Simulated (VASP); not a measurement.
# AgCl (zincblende type) (F-43m) in VASP: further runs, part 2 of 2

VASP 6.6.1. The steps go on from the part before.

## (3) Electric field gradients, PBE (volume scaled by 0.9405)

Contents of INCAR:

```
SYSTEM = AgCl
PREC = Accurate
ENCUT = 520
EDIFF = 1E-8
ISMEAR = -1
SIGMA = 0.03
LREAL = .FALSE.
LASPH = .TRUE.
NELM = 80
ALGO = Normal
ISIF = 2
LWAVE = .FALSE.
LCHARG = .FALSE.
GGA = PE
LEFG = .TRUE.
NBANDS = 16
```

Contents of KPOINTS:

```
Automatic mesh
0
G
  11 11 11
  0 0 0
```

Contents of POSCAR:

```
AgCl
1.0
    0.0000000000      2.9682291506      2.9682291506
    2.9682291506      0.0000000000      2.9682291506
    2.9682291506      2.9682291506      0.0000000000
Ag Cl
1 1
Direct
    0.0000000000      0.0000000000      0.0000000000
    0.2500000000      0.2500000000      0.2500000000
```

Potentials or basis: VASP PAW PBE potentials, release 64 (Ag, Cl).

On the command line:

```console
> cat potpaw_PBE.64/Ag/POTCAR potpaw_PBE.64/Cl/POTCAR > POTCAR
> mpirun -np 1 vasp_std > vasp.out
```

OUTCAR:

```text
SYSTEM = AgCl
   PREC = Accurate
   ENCUT = 520
   EDIFF = 1E-8
   ISMEAR = -1
   LREAL = .FALSE.
   LASPH = .TRUE.
   NELM = 80
   ISIF = 2
   GGA = PE

 ion  position               nearest neighbor table
   1  0.000  0.000  0.000-   2 2.57   2 2.57   2 2.57   2 2.57
   2  0.250  0.250  0.250-   1 2.57   1 2.57   1 2.57   1 2.57

  LATTYP: Found a face centered cubic cell.
 ALAT       =     5.9364583012

  Lattice vectors:

 A1 = (   0.0000000000,   2.9682291506,   2.9682291506)
 A2 = (   2.9682291506,   0.0000000000,   2.9682291506)
 A3 = (   2.9682291506,   2.9682291506,   0.0000000000)

Analysis of symmetry for initial positions (statically):
=====================================================================
 Subroutine PRICEL returns:
 Original cell was already a primitive cell.

 Routine SETGRP: Setting up the symmetry group for a
 face centered cubic supercell.

 Subroutine GETGRP returns: Found 24 space group operations
 (whereof 24 operations were pure point group operations)
 out of a pool of 48 trial point group operations.

The static configuration has the point symmetry T_d .

Analysis of symmetry for dynamics (positions and initial velocities):
=====================================================================
 Subroutine PRICEL returns:
 Original cell was already a primitive cell.

 Routine SETGRP: Setting up the symmetry group for a
 face centered cubic supercell.

 Subroutine GETGRP returns: Found 24 space group operations
 (whereof 24 operations were pure point group operations)
 out of a pool of 48 trial point group operations.

The dynamic configuration has the point symmetry T_d .

 Subroutine INISYM returns: Found 24 space group operations
 (whereof 24 operations are pure point group operations),
 and found     1 'primitive' translations

----------------------------------------------------------------------------------------

                                     Primitive cell

  volume of cell :      52.3025

  direct lattice vectors                    reciprocal lattice vectors
     0.000000000  2.968229151  2.968229151    -0.168450606  0.168450606  0.168450606
     2.968229151  0.000000000  2.968229151     0.168450606 -0.168450606  0.168450606
     2.968229151  2.968229151  0.000000000     0.168450606  0.168450606 -0.168450606

  length of vectors
     4.197709921  4.197709921  4.197709921     0.291765009  0.291765009  0.291765009

  position of ions in fractional coordinates (direct lattice)
     0.000000000  0.000000000  0.000000000
     0.250000000  0.250000000  0.250000000

  ion indices of the primitive-cell ions
   primitive index   ion index
                 1           1
                 2           2

----------------------------------------------------------------------------------------

 KPOINTS: Automatic mesh

Automatic generation of k-mesh.
 Grid dimensions read from file:
[... 71 lines left out ...]
   ISIF   =      2    stress and relaxation
   ISYM   =      2    0-nonsym 1-usesym 2-fastsym
   POTIM  = 0.5000    time-step for ionic-motion
   TEBEG  =    0.0;   TEEND  =   0.0 temperature during run
   PSTRESS=    0.0 pullay stress
   NELECT =      18.0000    total number of electrons
   NUPDOWN=      -1.0000    fix difference up-down
   EMIN   =  10.00;   EMAX   =-10.00  energy-range for DOS
   EFERMI =   0.00;   METHOD = LEGACY
   ISMEAR =    -1;   SIGMA  =   0.03  broadening in eV -4-tet -1-fermi 0-gaus
   EFERMI_NEDOS =   21; number of points for ismear=-14 and -15
   IALGO  =     38    algorithm
   IMIX   =      4    mixing-type and parameters
     AMIX     =   0.40;   BMIX     =  1.00
     AMIX_MAG =   1.60;   BMIX_MAG =  1.00
  volume/ion in A,a.u.               =      26.15       176.48
  Fermi-wavevector in a.u.,A,eV,Ry     =   1.147250  2.167989 17.907765  1.316184
  Thomas-Fermi vector in A             =   2.283931
   LORBIT       =      0    0 simple, 1 ext, 2 COOP (PROOUT), +10 PAW based schemes
   GGA     = PE    functional components
   LHFCALC =     F    Hartree Fock is set to
   AEXX    =    0.0000 exact exchange contribution
   IVDW    =     0    specifies the selected vdW correction
   LEPSILON=     F    determine dielectric tensor
   LRPA    =     F    only Hartree local field effects (RPA)
 non-spin polarized calculation
  energy-cutoff  :      520.00
  volume of cell :       52.30
 maximum number of plane-waves:      1420
   NGX = 15   NGY = 15   NGZ = 15

 number of electron      18.0000003 magnetization

 Free energy of the ion-electron system (eV)
  ---------------------------------------------------
  ext. energy  EPLUGINS =         0.00000000
  ---------------------------------------------------
  free energy    TOTEN  =        -5.43339666 eV

  energy without entropy =       -5.43339666  energy(sigma->0) =       -5.43339666

 E-fermi :   2.6536     XC(G=0):  -8.6639

 val. band max:        2.0233297700   @ k =   0.0000   0.0000   0.0000
 cond. band min:       3.2448798764   @ k =   0.0000   0.0000   0.0000
 fundamental gap:      1.2215501064
 Fermi energy:         2.6535785625

 k-point     1 :       0.0000    0.0000    0.0000
  band No.  band energies     occupation
      1     -12.9874      2.00000
      2      -2.2342      2.00000
      3      -2.2342      2.00000
      4      -2.2342      2.00000
      5      -0.1933      2.00000
      6      -0.1933      2.00000
[... 433 lines left out ...]
      3      -2.0984      2.00000
      4      -2.0973      2.00000
      5      -0.2422      2.00000
      6      -0.1382      2.00000
[... 8 lines left out ...]
     15      14.5486      0.00000
     16      16.3495      0.00000

 [... further k-points ...]

------------------------ aborting loop because EDIFF is reached ----------------------------------------

  FORCE on cell =-STRESS in cart. coord.  units (eV):
  Direction    XX          YY          ZZ          XY          YZ          ZX
  --------------------------------------------------------------------------------------
  -------------------------------------------------------------------------------------
  Total        0.6638741      0.6638741      0.6638741     -0.0000000      0.0000000      0.0000000
  in kB       20.3363970     20.3363970     20.3363970     -0.0000000      0.0000000      0.0000000
  external PRESSURE =      20.3363970 kB  Pullay stress =       0.0000000 kB

 VOLUME and BASIS-vectors are now :
 -----------------------------------------------------------------------------
  energy-cutoff  :      520.00
  volume of cell :       52.30
      direct lattice vectors                 reciprocal lattice vectors
     0.000000000  2.968229151  2.968229151    -0.168450606  0.168450606  0.168450606
     2.968229151  0.000000000  2.968229151     0.168450606 -0.168450606  0.168450606
     2.968229151  2.968229151  0.000000000     0.168450606  0.168450606 -0.168450606

 POSITION                                       TOTAL-FORCE (eV/Angst)
 -----------------------------------------------------------------------------------
      0.00000      0.00000      0.00000        -0.000000     -0.000000      0.000000
      1.48411      1.48411      1.48411         0.000000      0.000000     -0.000000
 -----------------------------------------------------------------------------------
    total drift:                                0.000000      0.000000      0.000000

  FREE ENERGIE OF THE ION-ELECTRON SYSTEM (eV)
  ---------------------------------------------------
  free  energy   TOTEN  =        -5.4333966559 eV

  energy  without entropy=       -5.4333966559  energy(sigma->0) =       -5.43339666

 Electric field gradients (V/A^2)
---------------------------------------------------------------------
 ion       V_xx      V_yy      V_zz      V_xy      V_xz      V_yz
---------------------------------------------------------------------
   1      -0.000    -0.000    -0.000    -0.000    -0.000    -0.000
   2      -0.000    -0.000    -0.000    -0.000    -0.000    -0.000
---------------------------------------------------------------------

 Electric field gradients after diagonalization (V/A^2)
 (convention: |V_zz| > |V_xx| > |V_yy|)
----------------------------------------------------------------------
 ion       V_xx      V_yy      V_zz     asymmetry (V_yy - V_xx)/ V_zz
----------------------------------------------------------------------
   1       0.000     0.000    -0.000       0.000
   2       0.000     0.000    -0.001       0.000
----------------------------------------------------------------------

           NMR quadrupolar parameters

 Cq : quadrupolar parameter    Cq=e*Q*V_zz/h
 eta: asymmetry parameters     (V_yy - V_xx)/ V_zz
 Q  : nuclear electric quadrupole moment in mb (millibarn)
----------------------------------------------------------------------
 ion       Cq(MHz)       eta       Q (mb)
----------------------------------------------------------------------
   1      -0.000       0.000       1.000
   2      -0.000       0.000       1.000
----------------------------------------------------------------------
```

stdout:

```text
POSCAR found type information on POSCAR AgCl
 POSCAR found :  2 types and       2 ions
 scaLAPACK will be used
 LDA part: xc-table for (Slater+PW92), standard interpolation
 POSCAR, INCAR and KPOINTS ok, starting setup
 FFT: planning ... GRIDC
 FFT: planning ... GRID_SOFT
 FFT: planning ... GRID
 WAVECAR not read
 entering main loop
ion   1

ion   2
```

Wall time 15 s (1 thread of Intel Xeon 6975P-C (Granite Rapids), shared host); peak memory 0.19 GiB.

What came out:

```
Free energy            : -5.4334 eV
Pressure               : 2.0 GPa
Band gap on the k mesh : 1.22 eV, direct
```

Caveat: without QUAD_EFG the Cq values of the log hold for a quadrupole moment of 1 mb, not for the nuclei.

## (4) Electric field gradients, PBE (volume scaled by 0.98)

Contents of INCAR:

```
SYSTEM = AgCl
PREC = Accurate
ENCUT = 520
EDIFF = 1E-8
ISMEAR = -1
SIGMA = 0.03
LREAL = .False.
LASPH = .True.
NELM = 60
ALGO = Normal
ISIF = 2
LWAVE = .False.
LCHARG = .False.
GGA = PE
LEFG = .True.
NBANDS = 16
```

Contents of KPOINTS:

```
regular mesh
0
Gamma
  11 11 11
  0 0 0
```

Contents of POSCAR:

```
AgCl
1.0
    0.0000000000      3.0092147682      3.0092147682
    3.0092147682      0.0000000000      3.0092147682
    3.0092147682      3.0092147682      0.0000000000
Ag Cl
1 1
Direct
    0.0000000000      0.0000000000      0.0000000000
    0.2500000000      0.2500000000      0.2500000000
```

Potentials or basis: VASP PAW PBE potentials, release 64 (Ag, Cl).

On the command line:

```console
> cat potpaw_PBE.64/Ag/POTCAR potpaw_PBE.64/Cl/POTCAR > POTCAR
> mpirun -np 1 vasp_std > vasp.out
```

OUTCAR:

```text
SYSTEM = AgCl
   PREC = Accurate
   ENCUT = 520
   EDIFF = 1E-8
   ISMEAR = -1
   LREAL = .False.
   LASPH = .True.
   NELM = 60
   ISIF = 2
   GGA = PE

 ion  position               nearest neighbor table
   1  0.000  0.000  0.000-   2 2.61   2 2.61   2 2.61   2 2.61
   2  0.250  0.250  0.250-   1 2.61   1 2.61   1 2.61   1 2.61

  LATTYP: Found a face centered cubic cell.
 ALAT       =     6.0184295364

  Lattice vectors:

 A1 = (   0.0000000000,   3.0092147682,   3.0092147682)
 A2 = (   3.0092147682,   0.0000000000,   3.0092147682)
 A3 = (   3.0092147682,   3.0092147682,   0.0000000000)

Analysis of symmetry for initial positions (statically):
=====================================================================
 Subroutine PRICEL returns:
 Original cell was already a primitive cell.

 Routine SETGRP: Setting up the symmetry group for a
 face centered cubic supercell.

 Subroutine GETGRP returns: Found 24 space group operations
[... 642 lines left out ...]
  volume of cell :       54.50
      direct lattice vectors                 reciprocal lattice vectors
     0.000000000  3.009214768  3.009214768    -0.166156303  0.166156303  0.166156303
     3.009214768  0.000000000  3.009214768     0.166156303 -0.166156303  0.166156303
     3.009214768  3.009214768  0.000000000     0.166156303  0.166156303 -0.166156303

 POSITION                                       TOTAL-FORCE (eV/Angst)
 -----------------------------------------------------------------------------------
      0.00000      0.00000      0.00000        -0.000000     -0.000000     -0.000000
      1.50461      1.50461      1.50461         0.000000      0.000000      0.000000
 -----------------------------------------------------------------------------------
    total drift:                               -0.000000     -0.000000      0.000000

  FREE ENERGIE OF THE ION-ELECTRON SYSTEM (eV)
  ---------------------------------------------------
  free  energy   TOTEN  =        -5.4513524727 eV

  energy  without entropy=       -5.4513524727  energy(sigma->0) =       -5.45135247

 Electric field gradients (V/A^2)
---------------------------------------------------------------------
 ion       V_xx      V_yy      V_zz      V_xy      V_xz      V_yz
---------------------------------------------------------------------
   1       0.000    -0.000    -0.000     0.001     0.001     0.001
   2       0.000     0.000    -0.000     0.000     0.000     0.000
---------------------------------------------------------------------

 Electric field gradients after diagonalization (V/A^2)
 (convention: |V_zz| > |V_xx| > |V_yy|)
----------------------------------------------------------------------
 ion       V_xx      V_yy      V_zz     asymmetry (V_yy - V_xx)/ V_zz
----------------------------------------------------------------------
   1      -0.001    -0.001     0.002       0.000
   2      -0.000    -0.000     0.000       0.000
----------------------------------------------------------------------

           NMR quadrupolar parameters

 Cq : quadrupolar parameter    Cq=e*Q*V_zz/h
 eta: asymmetry parameters     (V_yy - V_xx)/ V_zz
 Q  : nuclear electric quadrupole moment in mb (millibarn)
----------------------------------------------------------------------
 ion       Cq(MHz)       eta       Q (mb)
----------------------------------------------------------------------
   1       0.000       0.000       1.000
   2       0.000       0.000       1.000
----------------------------------------------------------------------
```

OSZICAR:

```text
N       E                     dE             d eps       ncg     rms          rms(c)
DAV:   1     0.996841524870E+02    0.99684E+02   -0.82919E+03  1824   0.979E+02
DAV:   2    -0.130673790844E+01   -0.10099E+03   -0.93272E+02  2176   0.212E+02
DAV:   3    -0.560426835737E+01   -0.42975E+01   -0.42853E+01  2344   0.462E+01
DAV:   4    -0.564135255960E+01   -0.37084E-01   -0.37081E-01  2240   0.457E+00
DAV:   5    -0.564197715264E+01   -0.62459E-03   -0.62458E-03  2296   0.595E-01    0.546E+00
DAV:   6    -0.545433290441E+01    0.18764E+00   -0.28188E-01  2408   0.662E+00    0.377E+00
DAV:   7    -0.545102738939E+01    0.33055E-02   -0.10391E-01  2112   0.210E+00    0.195E+00
DAV:   8    -0.545092971452E+01    0.97675E-04   -0.58860E-03  2232   0.779E-01    0.258E-01
DAV:   9    -0.545114177669E+01   -0.21206E-03   -0.68640E-04  2160   0.349E-01    0.450E-02
DAV:  10    -0.545134055175E+01   -0.19878E-03   -0.25415E-04  2136   0.110E-01    0.383E-02
DAV:  11    -0.545135146161E+01   -0.10910E-04   -0.10248E-05  2440   0.223E-02    0.543E-03
DAV:  12    -0.545135235698E+01   -0.89537E-06   -0.96333E-07  2216   0.770E-03    0.191E-03
DAV:  13    -0.545135246955E+01   -0.11257E-06   -0.22200E-07  2408   0.435E-03    0.807E-04
DAV:  14    -0.545135247270E+01   -0.31555E-08   -0.17078E-08  2224   0.112E-03
   1 F= -.54513525E+01 E0= -.54513525E+01  d E =-.450684E-11
```

stdout:

```text
POSCAR found type information on POSCAR AgCl
 POSCAR found :  2 types and       2 ions
 scaLAPACK will be used
 LDA part: xc-table for (Slater+PW92), standard interpolation
 POSCAR, INCAR and KPOINTS ok, starting setup
 FFT: planning ... GRIDC
 FFT: planning ... GRID_SOFT
 FFT: planning ... GRID
 WAVECAR not read
 entering main loop
ion   1

ion   2
```

It took 16 s on 1 thread of Intel Xeon 6975P-C (Granite Rapids), shared host; peak memory 0.2 GiB.

What came out:

- Free energy: -5.4514 eV
- Pressure: 0.5 GPa
- Band gap on the k mesh: 1.27 eV, direct

Caveat: without QUAD_EFG the Cq values of the log hold for a quadrupole moment of 1 mb, not for the nuclei. A k mesh can miss the band edges.

## (5) Summary

```tsv
spin	cell	smearing	gap on the mesh (eV)	pressure (GPa)
collinear, zero start	a = 4.198 Å, angles 60.0°, 2 atoms	tetrahedron	1.22	2.0
off	a = 4.198 Å, angles 60.0°, 2 atoms	fermi-dirac 0.03 eV	1.22	2.0
off	a = 4.256 Å, angles 60.0°, 2 atoms	fermi-dirac 0.03 eV	1.27	0.5
```

Alike in all rows: task electric field gradients; level PBE; potentials or basis VASP PAW PBE potentials, release 64 (Ag, Cl); k mesh 11 × 11 × 11; cutoff (eV) 520.

Total energies depend on the potentials used, so only differences within one code and one set of settings carry meaning.
